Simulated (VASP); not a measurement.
Set up this calculation in VASP 6.6.1, as the native input.

```
Task                   : electric field gradients
Functional             : PBE
Potentials or basis    : VASP PAW PBE potentials, release 64 (Ag, Br)
Cutoff                 : 400 eV
k mesh                 : 9 × 9 × 9
Occupations            : fermi-dirac, width 0.03 eV
Spin                   : no spin polarisation
Dipole correction      : no
Further INCAR settings : ALGO = Normal; EDIFF = 1e-08; NBANDS = 16
```

The structure of AgBr lies in POSCAR:

```
AgBr
1.0
    0.0000000000      2.8701500000      2.8701500000
    2.8701500000      0.0000000000      2.8701500000
    2.8701500000      2.8701500000      0.0000000000
Ag Br
1 1
Direct
    0.0000000000      0.0000000000      0.0000000000
    0.5000000000      0.5000000000      0.5000000000
```

The input as run:

INCAR

```
SYSTEM = AgBr
ALGO = Normal
EDIFF = 1E-8
ENCUT = 400
GGA = PE
GGA_COMPAT = .FALSE.
ISIF = 2
ISMEAR = -1
LASPH = .TRUE.
LCHARG = .FALSE.
LEFG = .TRUE.
LREAL = .FALSE.
LWAVE = .FALSE.
NBANDS = 16
NELM = 120
PREC = Accurate
SIGMA = 0.03
```

KPOINTS

```
k-points
0
G
  9 9 9
  0 0 0
```

Potentials or basis: VASP PAW PBE potentials, release 64 (Ag, Br).

Launch:

```sh
$ cat potpaw_PBE.64/Ag/POTCAR potpaw_PBE.64/Br/POTCAR > POTCAR
$ mpirun -np 1 vasp_std > vasp.out
```

It gave:

```
Pressure                                : 2.1 GPa
Band gap on the k mesh                  : 0.72 eV (least direct gap 2.61 eV)
Largest electric field gradient by atom : zero within the noise of the run
```

Caveat: an odd mesh through Γ misses points on the zone boundary, where band edges can lie.

Run time: 35 s on 1 thread of Intel Xeon 8259CL (shared host), peak memory 0.16 GiB.
